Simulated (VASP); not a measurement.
Input of a VASP 6.6.1 run:

Contents of INCAR:

```
ALGO = Normal
EDIFF = 1E-7
ENCUT = 520
ISIF = 2
ISMEAR = -1
LASPH = T
LCHARG = T
LELF = T
LREAL = F
LVHAR = T
LWAVE = F
NBANDS = 48
NELM = 100
PREC = Accurate
SIGMA = 0.05
```

Contents of KPOINTS:

```
k-points
0
Gamma
  5 5 7
```

The input POSCAR:

```
YAlCu
1.0
    7.0815840548      0.0000000000      0.0000000000
   -3.5407925318      6.1328315838      0.0000000000
    0.0000000000      0.0000000000      4.0397645890
Y Al Cu
3 3 3
Direct
    0.0000000000      0.4141860000      0.5000000000
    0.5858140000      0.5858140000      0.5000000000
    0.4141860000      0.0000000000      0.5000000000
    0.0000000000      0.7673690000      0.0000000000
    0.2326310000      0.2326310000      0.0000000000
    0.7673690000      0.0000000000      0.0000000000
    0.3333333333      0.6666666667      0.0000000000
    0.6666666667      0.3333333333      0.0000000000
    0.0000000000      0.0000000000      0.5000000000
```

Potentials or basis: VASP PAW LDA potentials, release 64 (Y_sv, Al, Cu).

The run is started by

```sh
$ cat potpaw_LDA.64/Y_sv/POTCAR potpaw_LDA.64/Al/POTCAR potpaw_LDA.64/Cu/POTCAR > POTCAR
$ mpirun -np 1 vasp_std > vasp.out
```

**Question.** Estimate the largest force.

**Answer.** 0.091 eV/Å.

**Question.** Estimate the pressure.

**Answer.** -6.6 GPa.

**Question.** Estimate the band gap on the k mesh.

**Answer.** Zero (an odd number of electrons rules out a gap without spin polarisation).

Forces in eV/Å, atoms in the order of the input:
```
Y    0.005 -0.008  0.000
Y    0.005  0.008  0.000
Y   -0.010  0.000  0.000
Al   0.046 -0.079  0.000
Al   0.046  0.079  0.000
Al  -0.091  0.000  0.000
Cu   0.000  0.000  0.000
Cu   0.000  0.000  0.000
Cu   0.000  0.000  0.000
```

Caveat: the cell stands under tension.
